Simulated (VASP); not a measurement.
# Al2O3 (R-3c) in VASP: notebook, part 2 of 2

VASP 6.6.1.

**4. Single point, PBE**

This run uses another cell than the first one, of the same volume but with other edges.

Input file INCAR:

```
SYSTEM = Al2O3
ALGO = Normal
EDIFF = 1E-7
ENCUT = 520
GGA = PE
ISIF = 2
ISMEAR = 0
LASPH = .TRUE.
LCHARG = .FALSE.
LREAL = .FALSE.
LWAVE = .FALSE.
NBANDS = 35
NELM = 80
PREC = Accurate
SIGMA = 0.05
```

Input file KPOINTS:

```
k-points
0
G
  6 6 6
  0 0 0
```

Input file POSCAR:

```
Al2O3
1.0
    2.4600251504      1.4202961828      4.1771227054
   -2.4600251504      1.4202961828      4.1771227054
    0.0000000000     -2.8405923656      4.1771227054
Al O
4 6
Direct
    0.8597505612      0.8597505612      0.8597505612
    0.6402494388      0.6402494388      0.6402494388
    0.1402494388      0.1402494388      0.1402494388
    0.3597505612      0.3597505612      0.3597505612
    0.0561574040      0.4438425960      0.7500000000
    0.7500000000      0.0561574040      0.4438425960
    0.4438425960      0.7500000000      0.0561574040
    0.9438425960      0.5561574040      0.2500000000
    0.2500000000      0.9438425960      0.5561574040
    0.5561574040      0.2500000000      0.9438425960
```

Started as:

```sh
$ cat potpaw_PBE.64/Al/POTCAR potpaw_PBE.64/O/POTCAR > POTCAR
$ mpirun -np 1 vasp_std > vasp.out
```

Run time: 2.8 min. Hardware: 1 thread of Intel Xeon 8259CL, shared host; peak memory 0.26 GiB.

The run converged. Its results:

| Property | Result |
| --- | --- |
| Free energy | -74.3670 eV |
| Pressure | -0.2 GPa |
| Largest force | 1.045 eV/Å |
| Band gap on the k mesh | 5.01 eV |

Forces in eV/Å, atoms in the order of the input:
```
Al   0.000  0.000 -1.045
Al   0.000  0.000  1.045
Al   0.000  0.000  1.045
Al   0.000  0.000 -1.045
O   -0.217  0.000  0.000
O    0.108 -0.188  0.000
O    0.108  0.188  0.000
O    0.217  0.000  0.000
O   -0.108  0.188  0.000
O   -0.108 -0.188  0.000
```

Stress tensor (GPa, compression positive):
```
-6.26  0.00  0.00
 0.00 -6.26  0.00
 0.00  0.00 12.05
```

Levels at points of the mesh, in eV from the valence-band top:
| k point | band 21 | band 22 | band 23 | band 24 | band 25 | band 26 | band 27 | band 28 |
| --- | --- | --- | --- | --- | --- | --- | --- | --- |
| (0.00, 0.00, 0.00) | -0.90 | -0.64 | -0.64 | 0.00 | 5.01 | 8.08 | 9.80 | 9.80 |
| (0.50, 0.00, 0.00) | -1.24 | -1.24 | -0.51 | -0.51 | 8.12 | 8.12 | 8.86 | 8.86 |
| (0.50, 0.50, 0.00) | -1.50 | -1.47 | -0.83 | -0.58 | 8.24 | 8.46 | 8.98 | 9.50 |
| (0.50, 0.50, 0.50) | -1.05 | -1.05 | -1.05 | -1.05 | 7.50 | 7.50 | 9.82 | 9.82 |

Caveat: forces of over 1 eV/Å act on the atoms, so gaps and moduli don't describe the material at rest.

**5. Single point, PBE**

This run uses another cell than the first one, of the same volume but with other edges.

Input file INCAR:

```
SYSTEM = Al2O3
  ALGO = Normal
  EDIFF = 1E-6
  ENCUT = 520
  GGA = PE
  ISIF = 2
  ISMEAR = 0
  LASPH = .True.
  LCHARG = .False.
  LREAL = .False.
  LWAVE = .False.
  NBANDS = 35
  NELM = 100
  PREC = Accurate
  SIGMA = 0.05
```

Input file KPOINTS:

```
k-points
0
Gamma
  6 6 6
  0 0 0
```

Edit POSCAR of step 4 so:

```diff
@@ -8,6 +8,6 @@
 Direct
-    0.8597505612      0.8597505612      0.8597505612
-    0.6402494388      0.6402494388      0.6402494388
-    0.1402494388      0.1402494388      0.1402494388
-    0.3597505612      0.3597505612      0.3597505612
+    0.8445081524      0.8445081524      0.8445081524
+    0.6554918476      0.6554918476      0.6554918476
+    0.1554918476      0.1554918476      0.1554918476
+    0.3445081524      0.3445081524      0.3445081524
     0.0561574040      0.4438425960      0.7500000000
```

Potentials or basis: VASP PAW PBE potentials, release 64 (Al, O).

Started as:

```sh
$ cat potpaw_PBE.64/Al/POTCAR potpaw_PBE.64/O/POTCAR > POTCAR
$ mpirun -np 1 vasp_std > vasp.out
```

OUTCAR:

```text
SYSTEM = Al2O3
   EDIFF = 1E-6
   ENCUT = 520
   GGA = PE
   ISIF = 2
   ISMEAR = 0
   LASPH = .True.
   LREAL = .False.
   NELM = 100
   PREC = Accurate

 ion  position               nearest neighbor table
   1  0.845  0.845  0.845-   5 1.92   7 1.92   6 1.92  10 1.94   8 1.94   9 1.94   2 2.37   3 2.85
                             3 2.85   3 2.85
   2  0.655  0.655  0.655-   5 1.92   6 1.92   7 1.92   9 1.94   8 1.94  10 1.94   1 2.37   4 2.85
                             4 2.85   4 2.85
   3  0.155  0.155  0.155-   8 1.92  10 1.92   9 1.92   7 1.94   5 1.94   6 1.94   4 2.37   1 2.85
                             1 2.85   1 2.85
[... 1142 lines left out ...]

 VOLUME and BASIS-vectors are now :
 -----------------------------------------------------------------------------
  energy-cutoff  :      520.00
  volume of cell :       87.57
      direct lattice vectors                 reciprocal lattice vectors
     2.460025150  1.420296183  4.177122705     0.203249955  0.117346416  0.079799747
    -2.460025150  1.420296183  4.177122705    -0.203249955  0.117346416  0.079799747
     0.000000000 -2.840592366  4.177122705     0.000000000 -0.234692832  0.079799747

 POSITION                                       TOTAL-FORCE (eV/Angst)
 -----------------------------------------------------------------------------------
      0.00000      0.00000     10.58284         0.000000     -0.000000      2.740806
      0.00000      0.00000      8.21421         0.000000      0.000000     -2.740806
      0.00000      0.00000      1.94853         0.000000      0.000000     -2.740806
      0.00000      0.00000      4.31716         0.000000     -0.000000      2.740806
     -0.95372     -1.42030      5.22140         0.029789     -0.000000      0.000000
      1.70687     -0.11579      5.22140        -0.014895      0.025798      0.000000
     -0.75315      1.53609      5.22140        -0.014895     -0.025798      0.000000
      0.95372      1.42030      7.30996        -0.029789     -0.000000      0.000000
     -1.70687      0.11579      7.30996         0.014895     -0.025798      0.000000
      0.75315     -1.53609      7.30996         0.014895      0.025798      0.000000
 -----------------------------------------------------------------------------------
    total drift:                               -0.000000      0.000000     -0.000000

  FREE ENERGIE OF THE ION-ELECTRON SYSTEM (eV)
  ---------------------------------------------------
  free  energy   TOTEN  =       -73.8745896631 eV

  energy  without entropy=      -73.8745896631  energy(sigma->0) =      -73.87458966
```

OSZICAR:

```text
N       E                     dE             d eps       ncg     rms          rms(c)
DAV:   1     0.228175913777E+03    0.22818E+03   -0.25251E+04  2240   0.130E+03
DAV:   2    -0.686426659738E+02   -0.29682E+03   -0.28542E+03  2882   0.285E+02
DAV:   3    -0.816640512333E+02   -0.13021E+02   -0.12975E+02  2917   0.609E+01
DAV:   4    -0.817690797627E+02   -0.10503E+00   -0.10497E+00  2784   0.628E+00
DAV:   5    -0.817703882547E+02   -0.13085E-02   -0.13082E-02  2831   0.700E-01    0.173E+01
DAV:   6    -0.738322852268E+02    0.79381E+01   -0.27650E+01  2765   0.280E+01    0.589E+00
DAV:   7    -0.738610428945E+02   -0.28758E-01   -0.91059E-01  2680   0.464E+00    0.327E+00
DAV:   8    -0.738706318246E+02   -0.95889E-02   -0.11377E-01  2778   0.248E+00    0.643E-01
DAV:   9    -0.738738562169E+02   -0.32244E-02   -0.24758E-02  2936   0.851E-01    0.320E-01
DAV:  10    -0.738745647405E+02   -0.70852E-03   -0.11269E-03  2613   0.204E-01    0.123E-01
DAV:  11    -0.738745799328E+02   -0.15192E-04   -0.47431E-04  2768   0.127E-01    0.394E-02
DAV:  12    -0.738745909898E+02   -0.11057E-04   -0.31622E-05  2608   0.340E-02    0.983E-03
DAV:  13    -0.738745897139E+02    0.12759E-05   -0.74127E-06  2848   0.150E-02    0.175E-03
DAV:  14    -0.738745896631E+02    0.50808E-07   -0.29593E-07  1720   0.335E-03
   1 F= -.73874590E+02 E0= -.73874590E+02  d E =-.256376E-17
```

stdout:

```text
POSCAR found type information on POSCAR AlO
 POSCAR found :  2 types and      10 ions
 scaLAPACK will be used
 LDA part: xc-table for (Slater+PW92), standard interpolation
 POSCAR, INCAR and KPOINTS ok, starting setup
 FFT: planning ... GRIDC
 FFT: planning ... GRID_SOFT
 FFT: planning ... GRID
 WAVECAR not read
 entering main loop
```

Wall time 2.7 min (1 thread of Intel Xeon 8259CL, shared host); peak memory 0.26 GiB.

What came out:

```
Free energy            : -73.8746 eV
Pressure               : 2.1 GPa
Largest force          : 2.741 eV/Å
Band gap on the k mesh : 5.45 eV
```

Forces in eV/Å, atoms in the order of the input:
```
Al   0.000  0.000  2.741
Al   0.000  0.000 -2.741
Al   0.000  0.000 -2.741
Al   0.000  0.000  2.741
O    0.030  0.000  0.000
O   -0.015  0.026  0.000
O   -0.015 -0.026  0.000
O   -0.030  0.000  0.000
O    0.015 -0.026  0.000
O    0.015  0.026  0.000
```

Caveat: forces of over 1 eV/Å act on the atoms, so gaps and moduli don't describe the material at rest.

**6. Single point, PBE**

Input file INCAR:

```
SYSTEM = Al2O3
PREC = Accurate
ENCUT = 520
EDIFF = 1E-7
ISMEAR = 0
SIGMA = 0.05
LREAL = .False.
LASPH = .True.
NELM = 80
ALGO = Normal
ISIF = 2
LWAVE = .False.
LCHARG = .True.
GGA = PE
LELF = .True.
LVHAR = .True.
NBANDS = 35
```

Input file KPOINTS:

```
Automatic mesh
0
Gamma
  6 6 6
  0 0 0
```

Edit POSCAR of step 5 so:

```diff
@@ -2,5 +2,5 @@
 1.0
-    2.4600251504      1.4202961828      4.1771227054
-   -2.4600251504      1.4202961828      4.1771227054
-    0.0000000000     -2.8405923656      4.1771227054
+    2.2623442438      1.3061650581      4.9389991301
+   -2.2623442438      1.3061650581      4.9389991301
+    0.0000000000     -2.6123301163      4.9389991301
 Al O
```

Potentials or basis: VASP PAW PBE potentials, release 64 (Al, O).

Started as:

```sh
$ cat potpaw_PBE.64/Al/POTCAR potpaw_PBE.64/O/POTCAR > POTCAR
$ mpirun -np 1 vasp_std > vasp.out
```

OUTCAR:

```text
SYSTEM = Al2O3
   PREC = Accurate
   ENCUT = 520
   EDIFF = 1E-7
   ISMEAR = 0
   LREAL = .False.
   LASPH = .True.
   NELM = 80
   ISIF = 2
   GGA = PE

 ion  position               nearest neighbor table
   1  0.845  0.845  0.845-   9 1.90   8 1.90  10 1.90   7 1.97   6 1.97   5 1.97   3 2.63   3 2.63
                             3 2.63   2 2.80
   2  0.655  0.655  0.655-  10 1.90   8 1.90   9 1.90   6 1.97   7 1.97   5 1.97   4 2.63   4 2.63
                             4 2.63   1 2.80
   3  0.155  0.155  0.155-   6 1.90   5 1.90   7 1.90  10 1.97   9 1.97   8 1.97   1 2.63   1 2.63
                             1 2.63   4 2.80
   4  0.345  0.345  0.345-   7 1.90   5 1.90   6 1.90   9 1.97  10 1.97   8 1.97   2 2.63   2 2.63
                             2 2.63   3 2.80
   5  0.056  0.444  0.750-   3 1.90   4 1.90   1 1.97   2 1.97
   6  0.750  0.056  0.444-   3 1.90   4 1.90   2 1.97   1 1.97
   7  0.444  0.750  0.056-   4 1.90   3 1.90   1 1.97   2 1.97
   8  0.944  0.556  0.250-   1 1.90   2 1.90   3 1.97   4 1.97
   9  0.250  0.944  0.556-   1 1.90   2 1.90   4 1.97   3 1.97
  10  0.556  0.250  0.944-   2 1.90   1 1.90   3 1.97   4 1.97

  LATTYP: Found a trigonal (rhomboedric) cell.
 ALAT       =     5.5873053473
 COS(alpha) =     0.6720991361

  Lattice vectors:

 A1 = (   2.2623442438,   1.3061650581,   4.9389991301)
 A2 = (  -2.2623442438,   1.3061650581,   4.9389991301)
 A3 = (   0.0000000000,  -2.6123301163,   4.9389991301)

Analysis of symmetry for initial positions (statically):
=====================================================================
 Subroutine PRICEL returns:
 Original cell was already a primitive cell.

 Routine SETGRP: Setting up the symmetry group for a
 trigonal (rhombohedral) supercell.

 Subroutine GETGRP returns: Found 12 space group operations
 (whereof  6 operations were pure point group operations)
 out of a pool of 12 trial point group operations.

The static configuration has the point symmetry S_6 .
 The point group associated with its full space group is D_3d.

Analysis of symmetry for dynamics (positions and initial velocities):
=====================================================================
 Subroutine PRICEL returns:
 Original cell was already a primitive cell.

 Routine SETGRP: Setting up the symmetry group for a
 trigonal (rhombohedral) supercell.

 Subroutine GETGRP returns: Found 12 space group operations
 (whereof  6 operations were pure point group operations)
 out of a pool of 12 trial point group operations.

The dynamic configuration has the point symmetry S_6 .
 The point group associated with its full space group is D_3d.

 Subroutine INISYM returns: Found 12 space group operations
 (whereof  6 operations are pure point group operations),
 and found     1 'primitive' translations

----------------------------------------------------------------------------------------

                                     Primitive cell

  volume of cell :      87.5683

  direct lattice vectors                    reciprocal lattice vectors
[... 65 lines left out ...]
  0.333333  0.166667 -0.000000     12.000000
[... 16 lines left out ...]
  0.500000  0.500000  0.166667      6.000000
 -0.333333  0.500000  0.166667     12.000000
 [... further k-points ...]
   k-points           NKPTS =     32   k-points in BZ     NKDIM =     32   number of bands    NBANDS=     35
   number of dos      NEDOS =    301   number of ions     NIONS =     10
   total plane-waves  NPLWV =  74088
   dimension x,y,z NGX =    42 NGY =   42 NGZ =   42
   dimension x,y,z NGXF=    84 NGYF=   84 NGZF=   84
   ions per type =               4   6
   NGX,Y,Z   is equivalent  to a cutoff of  12.50, 12.50, 12.50 a.u.
   NGXF,Y,Z  is equivalent  to a cutoff of  24.99, 24.99, 24.99 a.u.
 SYSTEM =  Al2O3
   PREC   = accura    normal or accurate (medium, high low for compatibility)
   ISTART =      0    job   : 0-new  1-cont  2-samecut
   ICHARG =      2    charge: 1-file 2-atom 10-const
   ISPIN  =      1    spin polarized calculation?
   LNONCOLLINEAR =      F non collinear calculations
   LSORBIT =      F    spin-orbit coupling
   LASPH  =      T    aspherical Exc in radial PAW
   ENCUT  =  520.0 eV  38.22 Ry    6.18 a.u.  10.39 10.39 10.39*2*pi/ulx,y,z
   NELM   =     80;   NELMIN=  2; NELMDL= -5     # of ELM steps
   EDIFF  = 0.1E-06   stopping-criterion for ELM
   LREAL  =      F    real-space projection
   EDIFFG = 0.1E-05   stopping-criterion for IOM
   NSW    =      0    number of steps for IOM
   IBRION =     -1    ionic relax: 0-MD 1-quasi-New 2-CG
   NFREE  =      0    steps in history (QN), initial steepest desc. (CG)
   ISIF   =      2    stress and relaxation
   ISYM   =      2    0-nonsym 1-usesym 2-fastsym
   POTIM  = 0.5000    time-step for ionic-motion
   TEBEG  =    0.0;   TEEND  =   0.0 temperature during run
   PSTRESS=    0.0 pullay stress
   NELECT =      48.0000    total number of electrons
   NUPDOWN=      -1.0000    fix difference up-down
   EMIN   =  10.00;   EMAX   =-10.00  energy-range for DOS
   EFERMI =   0.00;   METHOD = LEGACY
   ISMEAR =     0;   SIGMA  =   0.05  broadening in eV -4-tet -1-fermi 0-gaus
   EFERMI_NEDOS =   21; number of points for ismear=-14 and -15
   IALGO  =     38    algorithm
   IMIX   =      4    mixing-type and parameters
     AMIX     =   0.40;   BMIX     =  1.00
     AMIX_MAG =   1.60;   BMIX_MAG =  1.00
  volume/ion in A,a.u.               =       8.76        59.09
  Fermi-wavevector in a.u.,A,eV,Ry     =   1.339799  2.531853 24.423286  1.795061
  Thomas-Fermi vector in A             =   2.468162
   LORBIT       =      0    0 simple, 1 ext, 2 COOP (PROOUT), +10 PAW based schemes
   GGA     = PE    functional components
   LHFCALC =     F    Hartree Fock is set to
   AEXX    =    0.0000 exact exchange contribution
   IVDW    =     0    specifies the selected vdW correction
   LEPSILON=     F    determine dielectric tensor
   LRPA    =     F    only Hartree local field effects (RPA)
 non-spin polarized calculation
 Gauss-broadening in eV      SIGMA  =   0.05
  energy-cutoff  :      520.00
  volume of cell :       87.57
 maximum number of plane-waves:      2383
 NGX is ok and might be reduce to    42

 number of electron      48.0000010 magnetization

 Free energy of the ion-electron system (eV)
  ---------------------------------------------------
  ext. energy  EPLUGINS =         0.00000000
  ---------------------------------------------------
  free energy    TOTEN  =       -72.24294466 eV

  energy without entropy =      -72.24294466  energy(sigma->0) =      -72.24294466

 E-fermi :   6.7929     XC(G=0): -11.5321

 val. band max:        6.5500162959   @ k =   0.0000   0.0000   0.0000
 cond. band min:      10.8545319757   @ k =   0.0000   0.0000   0.0000
 fundamental gap:      4.3045156799
 Fermi energy:         6.7929414042

 k-point     1 :       0.0000    0.0000    0.0000
  band No.  band energies     occupation
      1     -13.2549      2.00000
      2     -11.6884      2.00000
      3     -10.4088      2.00000
      4     -10.4088      2.00000
      5     -10.1959      2.00000
      6     -10.1959      2.00000
[... 901 lines left out ...]
     34      18.8237      0.00000
     35      19.1170      0.00000

 [... further k-points ...]

------------------------ aborting loop because EDIFF is reached ----------------------------------------

  FORCE on cell =-STRESS in cart. coord.  units (eV):
  Direction    XX          YY          ZZ          XY          YZ          ZX
  --------------------------------------------------------------------------------------
  -------------------------------------------------------------------------------------
  Total       15.4143191     15.4143191    -26.9847790      0.0000000      0.0000000     -0.0000000
  in kB      282.0252397    282.0252397   -493.7220208      0.0000000      0.0000000     -0.0000000
  external PRESSURE =      23.4428195 kB  Pullay stress =       0.0000000 kB

 VOLUME and BASIS-vectors are now :
 -----------------------------------------------------------------------------
  energy-cutoff  :      520.00
  volume of cell :       87.57
      direct lattice vectors                 reciprocal lattice vectors
     2.262344244  1.306165058  4.938999130     0.221009690  0.127600004  0.067490057
    -2.262344244  1.306165058  4.938999130    -0.221009690  0.127600004  0.067490057
     0.000000000 -2.612330116  4.938999130     0.000000000 -0.255200008  0.067490057

 POSITION                                       TOTAL-FORCE (eV/Angst)
 -----------------------------------------------------------------------------------
      0.00000     -0.00000     12.51308        -0.000000     -0.000000      0.744490
      0.00000     -0.00000      9.71242        -0.000000      0.000000     -0.744490
      0.00000     -0.00000      2.30392        -0.000000      0.000000     -0.744490
      0.00000     -0.00000      5.10458        -0.000000     -0.000000      0.744490
     -0.87708     -1.30617      6.17375         0.887751     -0.000000     -0.000000
      1.56971     -0.10649      6.17375        -0.443875      0.768815      0.000000
     -0.69263      1.41265      6.17375        -0.443875     -0.768815      0.000000
      0.87708      1.30617      8.64325        -0.887751     -0.000000     -0.000000
     -1.56971      0.10649      8.64325         0.443875     -0.768815      0.000000
      0.69263     -1.41265      8.64325         0.443875      0.768815      0.000000
 -----------------------------------------------------------------------------------
    total drift:                               -0.000000      0.000000      0.000000

  FREE ENERGIE OF THE ION-ELECTRON SYSTEM (eV)
  ---------------------------------------------------
  free  energy   TOTEN  =       -72.2429446627 eV

  energy  without entropy=      -72.2429446627  energy(sigma->0) =      -72.24294466
```

Wall time 3.5 min (1 thread of Intel Xeon 8259CL, shared host); peak memory 0.28 GiB.

Results:

```yaml
Free_energy: -72.2429 eV
Pressure: 2.3 GPa
Largest_force: 0.888 eV/Å
Band_gap_on_the_k_mesh: 4.30 eV
```

Forces in eV/Å, atoms in the order of the input:
```
Al   0.000  0.000  0.744
Al   0.000  0.000 -0.744
Al   0.000  0.000 -0.744
Al   0.000  0.000  0.744
O    0.888  0.000  0.000
O   -0.444  0.769  0.000
O   -0.444 -0.769  0.000
O   -0.888  0.000  0.000
O    0.444 -0.769  0.000
O    0.444  0.769  0.000
```

Levels at points of the mesh, in eV from the valence-band top:
| k point | band 22 | band 23 | band 24 | band 25 | band 26 | band 27 |
| --- | --- | --- | --- | --- | --- | --- |
| (0.00, 0.00, 0.00) | -0.39 | 0.00 | 0.00 | 4.30 | 8.21 | 8.21 |
| (0.50, 0.00, 0.00) | -1.12 | -0.84 | -0.84 | 6.81 | 6.81 | 8.14 |
| (0.50, 0.50, 0.00) | -1.08 | -1.00 | -0.72 | 7.02 | 8.07 | 8.90 |
| (0.50, 0.50, 0.50) | -0.21 | -0.21 | -0.21 | 7.69 | 7.69 | 10.02 |

**7. Summary**

```tsv
cell	gap on the mesh (eV)	pressure (GPa)	largest force (eV/Å)
a = 5.587 Å, angles 47.8°, 10 atoms, atomic positions A	4.35	10.4	1.56
a = 4.928 Å, angles 61.6°, 10 atoms, atomic positions B	4.06	-1.0	1.27
a = 5.051 Å, angles 58.3°, 10 atoms, atomic positions A	5.01	-0.2	1.05
a = 5.051 Å, angles 58.3°, 10 atoms, atomic positions C	5.45	2.1	2.74
a = 5.587 Å, angles 47.8°, 10 atoms, atomic positions C	4.30	2.3	0.89
```

Alike in all rows: task single point; level PBE; potentials or basis VASP PAW PBE potentials, release 64 (Al, O); no spin polarisation; k mesh 6 × 6 × 6; cutoff (eV) 520; smearing gaussian 0.05 eV.

Caveats: forces of over 1 eV/Å act on the atoms, so gaps and moduli don't describe the material at rest (at least some runs); the cell stands under pressure (at least some runs).

Total energies depend on the potentials used, so only differences within one code and one set of settings carry meaning.
